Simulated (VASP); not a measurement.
# Cu (Fm-3m) in VASP: a series of runs

Cu is run at these levels: PBEsol; tasks: single point.

All numbers are computed with VASP 6.6.1; they aren't measurements. Logs are shortened: lines on timing, memory, paths and dates and some standing lists are left out, and cuts for length are marked.

## (1) The cell of the first run

It takes space group Fm-3m (No. 225, cubic). Conventional cell: a = 3.615 Å, b = 3.615 Å, c = 3.615 Å, α = 90.00°, β = 90.00°, γ = 90.00°. Cu (site symmetry m-3m) has 12 Cu at 2.56 Å within 3.4 Å.

## (2) Single point, PBEsol

INCAR

```
SYSTEM = Cu
PREC = Accurate
ENCUT = 520
EDIFF = 1E-6
ISMEAR = 0
SIGMA = 0.15
LREAL = .False.
LASPH = .True.
NELM = 100
ALGO = Fast
ISIF = 2
LWAVE = .False.
LCHARG = .False.
GGA = PS
NBANDS = 18
```

KPOINTS

```
regular mesh
0
Gamma
  18 18 14
  0 0 0
```

POSCAR

```
Cu
1.0
    0.0000000000     -1.8075000000     -1.8075000000
    0.0000000000      1.8075000000     -1.8075000000
    3.6150000000      0.0000000000      0.0000000000
Cu
2
Direct
    0.5000000000      0.5000000000      0.5000000000
    0.0000000000      0.0000000000      0.0000000000
```

Potentials or basis: VASP PAW PBE potentials, release 64 (Cu).

Run with:

```
$ cat potpaw_PBE.64/Cu/POTCAR > POTCAR
$ mpirun -np 1 vasp_std > vasp.out
```

OUTCAR:

```text
SYSTEM = Cu
   PREC = Accurate
   ENCUT = 520
   EDIFF = 1E-6
   ISMEAR = 0
   LREAL = .False.
   LASPH = .True.
   NELM = 100
   ISIF = 2
   GGA = PS

 ion  position               nearest neighbor table
   1  0.500  0.500  0.500-   2 2.56   2 2.56   2 2.56   2 2.56   2 2.56   2 2.56   2 2.56   2 2.56

   2  0.000  0.000  0.000-   1 2.56   1 2.56   1 2.56   1 2.56   1 2.56   1 2.56   1 2.56   1 2.56

  LATTYP: Found a simple tetragonal cell.
 ALAT       =     2.5561910140
 C/A-ratio  =     1.4142135624

  Lattice vectors:

 A1 = (   0.0000000000,  -1.8075000000,  -1.8075000000)
 A2 = (   0.0000000000,   1.8075000000,  -1.8075000000)
 A3 = (   3.6150000000,   0.0000000000,   0.0000000000)

Analysis of symmetry for initial positions (statically):
=====================================================================
 Subroutine PRICEL returns following result:

  LATTYP: Found a face centered cubic cell.
 ALAT       =     3.6150000000

  Lattice vectors:

 A1 = (  -1.8075000000,   0.0000000000,   1.8075000000)
 A2 = (  -1.8075000000,  -1.8075000000,   0.0000000000)
 A3 = (  -0.0000000000,  -1.8075000000,   1.8075000000)

   2 primitive cells build up your supercell.

 Routine SETGRP: Setting up the symmetry group for a
 simple tetragonal supercell.

 Subroutine GETGRP returns: Found 16 space group operations
 (whereof 16 operations were pure point group operations)
 out of a pool of 16 trial point group operations.

The static configuration has the point symmetry D_4h.

Analysis of symmetry for dynamics (positions and initial velocities):
=====================================================================
 Subroutine PRICEL returns following result:

  LATTYP: Found a face centered cubic cell.
 ALAT       =     3.6150000000

  Lattice vectors:

 A1 = (  -1.8075000000,   0.0000000000,   1.8075000000)
 A2 = (  -1.8075000000,  -1.8075000000,   0.0000000000)
 A3 = (  -0.0000000000,  -1.8075000000,   1.8075000000)

   2 primitive cells build up your supercell.

 Routine SETGRP: Setting up the symmetry group for a
 simple tetragonal supercell.

 Subroutine GETGRP returns: Found 16 space group operations
 (whereof 16 operations were pure point group operations)
 out of a pool of 16 trial point group operations.

The dynamic configuration has the point symmetry D_4h.

[... 92 lines left out ...]
   LSORBIT =      F    spin-orbit coupling
   LASPH  =      T    aspherical Exc in radial PAW
   ENCUT  =  520.0 eV  38.22 Ry    6.18 a.u.   4.75  4.75  6.72*2*pi/ulx,y,z
   NELM   =    100;   NELMIN=  2; NELMDL= -5     # of ELM steps
   EDIFF  = 0.1E-05   stopping-criterion for ELM
   LREAL  =      F    real-space projection
   EDIFFG = 0.1E-04   stopping-criterion for IOM
   NSW    =      0    number of steps for IOM
   IBRION =     -1    ionic relax: 0-MD 1-quasi-New 2-CG
   NFREE  =      0    steps in history (QN), initial steepest desc. (CG)
   ISIF   =      2    stress and relaxation
   ISYM   =      2    0-nonsym 1-usesym 2-fastsym
   POTIM  = 0.5000    time-step for ionic-motion
   TEBEG  =    0.0;   TEEND  =   0.0 temperature during run
   PSTRESS=    0.0 pullay stress
   NELECT =      22.0000    total number of electrons
   NUPDOWN=      -1.0000    fix difference up-down
   EMIN   =  10.00;   EMAX   =-10.00  energy-range for DOS
   EFERMI =   0.00;   METHOD = LEGACY
   ISMEAR =     0;   SIGMA  =   0.15  broadening in eV -4-tet -1-fermi 0-gaus
   EFERMI_NEDOS =   21; number of points for ismear=-14 and -15
   IALGO  =     68    algorithm
   IMIX   =      4    mixing-type and parameters
     AMIX     =   0.40;   BMIX     =  1.00
     AMIX_MAG =   1.60;   BMIX_MAG =  1.00
  volume/ion in A,a.u.               =      11.81        79.70
  Fermi-wavevector in a.u.,A,eV,Ry     =   1.598763  3.021224 34.777078  2.556043
  Thomas-Fermi vector in A             =   2.696162
   LORBIT       =      0    0 simple, 1 ext, 2 COOP (PROOUT), +10 PAW based schemes
   GGA     = PS    functional components
   LHFCALC =     F    Hartree Fock is set to
   AEXX    =    0.0000 exact exchange contribution
   IVDW    =     0    specifies the selected vdW correction
   LEPSILON=     F    determine dielectric tensor
   LRPA    =     F    only Hartree local field effects (RPA)
 non-spin polarized calculation
 RMM-DIIS sequential band-by-band and
 Gauss-broadening in eV      SIGMA  =   0.15
  energy-cutoff  :      520.00
  volume of cell :       23.62
 maximum number of plane-waves:       664
 NGX is ok and might be reduce to    20

 number of electron      21.9999942 magnetization

 Free energy of the ion-electron system (eV)
  ---------------------------------------------------
  ext. energy  EPLUGINS =         0.00000000
  ---------------------------------------------------
  free energy    TOTEN  =        -8.60449218 eV

  energy without entropy =       -8.59774169  energy(sigma->0) =       -8.60111693

 E-fermi :   7.4062     XC(G=0): -12.9079

 val. band max:        7.4046608644   @ k =   0.5000   0.1111   0.4286
 cond. band min:       7.4113399930   @ k =   0.5000   0.1667   0.1429
 fundamental gap:      0.0066791286
 Fermi energy:         7.4061677690

 k-point     1 :       0.0000    0.0000    0.0000
  band No.  band energies     occupation
      1      -1.9885      2.00000
      2       2.5147      2.00000
      3       2.9750      2.00000
      4       4.3725      2.00000
      5       4.3725      2.00000
      6       4.3743      2.00000
[... 481 lines left out ...]
      5       4.0516      2.00000
      6       4.4667      2.00000
[... 10 lines left out ...]
     17      22.4502      0.00000
     18      28.2078      0.00000

 [... further k-points ...]

------------------------ aborting loop because EDIFF is reached ----------------------------------------

  FORCE on cell =-STRESS in cart. coord.  units (eV):
  Direction    XX          YY          ZZ          XY          YZ          ZX
  --------------------------------------------------------------------------------------
  -------------------------------------------------------------------------------------
  Total       -0.8744998     -0.8195868     -0.8195868     -0.0000000      0.0000000      0.0000000
  in kB      -59.3164821    -55.5917840    -55.5917840     -0.0000000      0.0000000      0.0000000
  external PRESSURE =     -56.8333500 kB  Pullay stress =       0.0000000 kB

 VOLUME and BASIS-vectors are now :
 -----------------------------------------------------------------------------
  energy-cutoff  :      520.00
  volume of cell :       23.62
      direct lattice vectors                 reciprocal lattice vectors
     0.000000000 -1.807500000 -1.807500000     0.000000000 -0.276625173 -0.276625173
     0.000000000  1.807500000 -1.807500000     0.000000000  0.276625173 -0.276625173
     3.615000000  0.000000000  0.000000000     0.276625173  0.000000000  0.000000000

 POSITION                                       TOTAL-FORCE (eV/Angst)
 -----------------------------------------------------------------------------------
      1.80750      0.00000     -1.80750         0.000000      0.000000      0.000000
      0.00000      0.00000      0.00000        -0.000000     -0.000000      0.000000
 -----------------------------------------------------------------------------------
    total drift:                                0.000000      0.000000     -0.000000

  FREE ENERGIE OF THE ION-ELECTRON SYSTEM (eV)
  ---------------------------------------------------
  free  energy   TOTEN  =        -8.6044921764 eV

  energy  without entropy=       -8.5977416910  energy(sigma->0) =       -8.60111693
```

OSZICAR:

```text
N       E                     dE             d eps       ncg     rms          rms(c)
DAV:   1     0.120930980824E+03    0.12093E+03   -0.10709E+04 17408   0.220E+03
DAV:   2    -0.446362217486E+01   -0.12539E+03   -0.11902E+03 15906   0.287E+02
DAV:   3    -0.106996762380E+02   -0.62361E+01   -0.59463E+01 17482   0.864E+01
DAV:   4    -0.107703930171E+02   -0.70717E-01   -0.70656E-01 18468   0.989E+00
DAV:   5    -0.107713335517E+02   -0.94053E-03   -0.94050E-03 19064   0.977E-01    0.119E+01
RMM:   6    -0.944758497361E+01    0.13237E+01   -0.13032E+01 18482   0.637E+01    0.693E+00
RMM:   7    -0.862448693773E+01    0.82310E+00   -0.23562E+00 18291   0.281E+01    0.144E+00
RMM:   8    -0.860745163803E+01    0.17035E-01   -0.68524E-02 19110   0.244E+00    0.389E-01
RMM:   9    -0.860428263816E+01    0.31690E-02   -0.14281E-02 19174   0.217E+00    0.303E-02
RMM:  10    -0.860448704924E+01   -0.20441E-03   -0.22543E-03 19730   0.531E-01    0.293E-02
RMM:  11    -0.860450987597E+01   -0.22827E-04   -0.24174E-04 19645   0.228E-01    0.471E-02
RMM:  12    -0.860448741076E+01    0.22465E-04   -0.10233E-04 20251   0.139E-01    0.209E-03
RMM:  13    -0.860449189032E+01   -0.44796E-05   -0.37964E-05 18131   0.569E-02    0.253E-03
RMM:  14    -0.860449217643E+01   -0.28611E-06   -0.27896E-06 12448   0.216E-02
   1 F= -.86044922E+01 E0= -.86011169E+01  d E =-.675049E-02
```

Run time: 4.5 min. Hardware: 1 thread of Intel Xeon 8259CL, shared host; peak memory 0.26 GiB.

What came out:

```
Free energy            : -8.6045 eV
Pressure               : -5.7 GPa
Band gap on the k mesh : zero (bands 11 and 12 overlap by 8.09 eV)
```

Levels at points of the mesh, in eV from the Fermi level:
| k point | band 7 | band 8 | band 9 | band 10 | band 11 | band 12 | band 13 | band 14 | band 15 | band 16 |
| --- | --- | --- | --- | --- | --- | --- | --- | --- | --- | --- |
| (0.00, 0.00, 0.00) | -2.20 | -2.20 | -1.65 | -1.49 | -1.49 | 1.45 | 7.09 | 13.03 | 13.03 | 17.54 |
| (0.50, 0.00, 0.00) | -2.53 | -2.53 | -2.21 | -2.21 | -0.32 | -0.32 | 9.67 | 9.67 | 10.87 | 10.87 |
| (0.50, 0.50, 0.00) | -1.49 | -1.49 | -1.49 | -1.49 | 1.45 | 1.45 | 7.09 | 7.09 | 13.03 | 13.03 |
| (0.00, 0.00, 0.50) | -2.37 | -2.37 | -2.37 | -2.37 | -1.93 | -1.93 | 17.05 | 17.05 | 17.05 | 17.05 |
| (0.50, 0.00, 0.50) | -1.63 | -1.63 | -1.63 | -1.63 | -1.04 | -1.04 | 3.73 | 3.73 | 21.07 | 21.07 |
| (0.50, 0.50, 0.50) | -2.24 | -2.24 | -1.49 | -1.49 | 6.16 | 6.16 | 6.16 | 6.16 | 8.28 | 8.28 |

Caveat: the cell stands under tension; the PAW data sets were made with another functional, which shifts forces and pressure a little.

## (3) Single point, PBEsol

This run uses another cell than the first one: it holds 8 atoms, not 2.

INCAR

```
PREC = Accurate ; ENCUT = 520
EDIFF = 1E-6 ; ISMEAR = 0
SIGMA = 0.15 ; LREAL = False
LASPH = True ; NELM = 60
ALGO = Fast ; ISIF = 2
LWAVE = False ; LCHARG = False
GGA = PS ; NBANDS = 54
```

KPOINTS

```
regular mesh
0
Gamma
  13 18 5
```

POSCAR

```
Cu
1.0
    3.6150000000      0.0000000000      0.0000000000
    0.0000000000      1.8075000000     -1.8075000000
    0.0000000000      7.2300000000      7.2300000000
Cu
8
Direct
    0.0000000000      0.0000000000      0.0000000000
    0.5000000000      0.5000000000      0.1250000000
    0.0000000000      0.0000000000      0.2500000000
    0.5000000000      0.5000000000      0.3750000000
    0.0000000000      0.0000000000      0.5000000000
    0.5000000000      0.5000000000      0.6250000000
    0.0000000000      0.0000000000      0.7500000000
    0.5000000000      0.5000000000      0.8750000000
```

Potentials or basis: VASP PAW PBE potentials, release 64 (Cu).

Run with:

```
$ cat potpaw_PBE.64/Cu/POTCAR > POTCAR
$ mpirun -np 1 vasp_std > vasp.out
```

Run time: 28 min. Hardware: 1 thread of Oxide Virtual Turin-like, shared host; peak memory 0.7 GiB.

Results (log left out):

| Quantity | Value |
| --- | --- |
| Free energy | -34.4160 eV |
| Pressure | -5.9 GPa |
| Band gap on the k mesh | zero (bands 44 and 45 overlap by 3.64 eV) |

Levels at points of the mesh, in eV from the Fermi level:
```tsv
k point	band 41	band 42	band 43	band 44	band 45	band 46	band 47	band 48
(0.00, 0.00, 0.00)	-1.64	-1.48	-1.48	-0.31	-0.31	1.46	4.30	4.30
(0.00, 0.50, 0.00)	-0.31	-0.31	0.22	0.22	0.22	0.22	1.46	1.46
```

Caveat: the cell stands under tension; the PAW data sets were made with another functional, which shifts forces and pressure a little.
